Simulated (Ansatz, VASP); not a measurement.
## One calculation of Al, two programs

```
CELL_PARAMETERS angstrom
2.86610 0.00000 0.00000
-1.43305 2.48212 0.00000
0.00000 0.00000 9.19202
ATOMIC_POSITIONS crystal
Al 0.00000 0.00000 0.00000
Al 0.33333 0.66667 0.25000
Al 0.00000 0.00000 0.50000
Al 0.66667 0.33333 0.75000
```

Alike in both runs: task single point; functional PBEsol; dispersion D3(BJ); k mesh 18 × 18 × 6; occupations gaussian, width 0.15 eV; no spin polarisation.

|  | VASP | Ansatz |
| --- | --- | --- |
| version | VASP 6.6.1 | Ansatz 0.2.0 |
| potentials or method | VASP PAW PBE potentials, release 64 (Al), cutoff 520 eV | scalar-relativistic, plane waves, PAW |
| valence electrons in the cell | 12 | 12 |

VASP gave:

- gap on the k mesh at the Fermi level (eV): none
- pressure (GPa): -3.7
- traceless stress, the component that is largest in VASP (GPa): 1.49

Task: Which values does Ansatz return?

Result: gap on the k mesh at the Fermi level (eV): none; pressure (GPa): -3.8; traceless stress, the component that is largest in VASP (GPa): 1.48.

VASP's potentials were made for PBE, not for PBEsol, and Ansatz warns of the same on its side. A gap of «none» marks a metal or a gap that the smearing closes.
